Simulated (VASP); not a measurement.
**Sb: single point with revPBE**

Crystal: Sb.

```
Sb
1.0
    -3.03402    3.03547    1.61905
     3.03547   -3.03402    1.61905
     3.05290    3.05290   -1.61640
Sb
2
Direct
  0.99998 0.00002 0.00000
  0.75002 0.24998 0.50000
```

```json
{"Program": "VASP 6.6.1", "Task": "single point", "Functional": "revPBE", "Potentials or basis": "VASP PAW PBE potentials, release 64 (Sb)", "Cutoff": "520 eV", "k mesh": "18 × 18 × 12", "Occupations": "fermi-dirac, width 0.1 eV", "Spin": "no spin polarisation"}
```

* Pressure: -0.1 GPa
* Band gap on the k mesh: zero (bands 5 and 6 overlap by 5.47 eV)

Stress tensor (GPa, compression positive):
```
 0.08 -0.04  0.00
-0.04  0.08  0.00
 0.00  0.00 -0.34
```

Levels at points of the mesh, in eV from the Fermi level:
| k point | band 1 | band 2 | band 3 | band 4 | band 5 | band 6 | band 7 | band 8 | band 9 | band 10 |
| --- | --- | --- | --- | --- | --- | --- | --- | --- | --- | --- |
| (0.00, 0.00, 0.00) | -12.27 | -7.02 | -3.33 | -3.25 | 2.31 | 3.46 | 3.49 | 4.18 | 4.30 | 7.53 |
| (0.50, 0.00, 0.00) | -9.01 | -7.32 | -4.20 | -3.08 | -2.44 | 0.69 | 1.22 | 2.01 | 5.58 | 7.35 |
| (0.50, 0.50, 0.00) | -10.43 | -10.43 | -1.18 | -1.18 | -0.65 | -0.65 | 3.91 | 3.93 | 7.73 | 7.75 |
| (0.00, 0.00, 0.50) | -10.45 | -10.45 | -1.13 | -1.13 | -0.59 | -0.59 | 3.93 | 3.93 | 7.75 | 7.75 |
| (0.50, 0.00, 0.50) | -9.00 | -7.32 | -4.20 | -3.08 | -2.44 | 0.67 | 1.22 | 2.02 | 5.58 | 7.37 |
| (0.50, 0.50, 0.50) | -9.74 | -9.74 | -5.44 | -5.44 | 3.23 | 3.23 | 5.58 | 5.58 | 9.84 | 9.84 |

Wall time 4.8 min on 1 thread of Intel(R) Xeon(R) 6975P-C (Granite Rapids), on a shared host, peak memory 0.71 GiB.

Caveat: the PAW data sets were made with another functional, which shifts forces and pressure a little; spin-orbit coupling is left out, which moves the levels of the heavy elements.
